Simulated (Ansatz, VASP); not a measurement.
Ge2Pd2C in VASP and in Ansatz

The input INCAR:

```
SYSTEM = Ge2Pd2C
PREC = Accurate
ENCUT = 520
EDIFF = 1E-7
ISMEAR = -1
SIGMA = 0.1
LREAL = .False.
LASPH = .True.
NELM = 150
ALGO = Normal
ISIF = 2
LWAVE = .False.
LCHARG = .False.
LMAXMIX = 4
LDAU = .True.
LDAUTYPE = 2
LDAUL = -1 2 -1
LDAUU = 0 1.34 0
LDAUJ = 0 0 0
LDAUPRINT = 1
GGA = PS
NBANDS = 34
```

KPOINTS

```
regular mesh
0
Gamma
  7 7 3
  0 0 0
```

Contents of POSCAR:

```
Ge2Pd2C
1.0
    1.5730220000      2.7245510000      0.0000000000
   -1.5730220000      2.7245510000      0.0000000000
    0.0000000000      0.0000000000      7.9077860000
Ge Pd C
2 2 1
Direct
    0.3333000000      0.3334000000      0.8343000000
    0.6667000000      0.6666000000      0.1657000000
    0.3333000000      0.3334000000      0.3547500000
    0.6667000000      0.6666000000      0.6452500000
    0.0000000000      0.0000000000      0.5000000000
```

Input for Ansatz:

```yaml
crystal:
  lattice:
    - [1.573022, 2.724551, 0.0]
    - [-1.573022, 2.724551, 0.0]
    - [0.0, 0.0, 7.907786]
  atoms:
    - { symbol: Ge, position: [0.3333, 0.3334, 0.8343] }
    - { symbol: Ge, position: [0.6667, 0.6666, 0.1657] }
    - { symbol: Pd, position: [0.3333, 0.3334, 0.35475] }
    - { symbol: Pd, position: [0.6667, 0.6666, 0.64525] }
    - { symbol: C, position: [0.0, 0.0, 0.5] }
  symmetry: { tolerance: 0.0003 }
kpoints:
  mp_grid: { grid: [7, 7, 3], shift: [0, 0, 0] }
magnetization:
  spin_polarized: false
scf:
  occupations: { method: fermi_dirac }
  initial_density: { chi_scale: 0.1 }
hamiltonian:
  pseudopotentials: { kind: paw }
  xc: pbesol
  hubbard:
    projectors: all-electron-ortho-atomic
    sites: [{ species: Pd, l: d, u_eff: 1.34 }]
basis:
  ecutwfc: 420
output:
  forces: true
  stress: true
  eigenvalues: true
```

Alike in both runs: task single point; functional PBEsol; k mesh 7 × 7 × 3; no spin polarisation; Hubbard terms Pd d U = 1.34 eV.

```csv
,VASP,Ansatz
version,VASP 6.6.1,Ansatz 0.2.0
potentials or method,"VASP PAW PBE potentials, release 64 (Ge_d, Pd, C), cutoff 520 eV",PAW plane waves
occupations,"fermi-dirac, width 0.1 eV",fermi-dirac
valence electrons in the cell,52,68
```

```tsv
	VASP	Ansatz	Ansatz less VASP
gap on the k mesh at the Fermi level (eV)	none	none	-
pressure (GPa)	25.7	28.4	+2.70
traceless stress, the component that is largest in VASP (GPa)	0.62	0.51	-0.106
rms of the force components (eV/Å)	1.548	1.569	+0.0212
```

VASP's potentials were made for PBE, not for PBEsol. The programs project onto different local orbitals, so the same U acts differently, and such runs can settle in different states. Atom by atom the forces differ by 0.072 eV/Å (rms over components). A gap of «none» marks a metal or a gap that the smearing closes. VASP's potentials hold 52 valence electrons a cell and Ansatz's 68, so a difference there can come from the potentials and not from the codes. Ansatz's warnings: filled band counts differ across k points, structure snapped to symmetry.
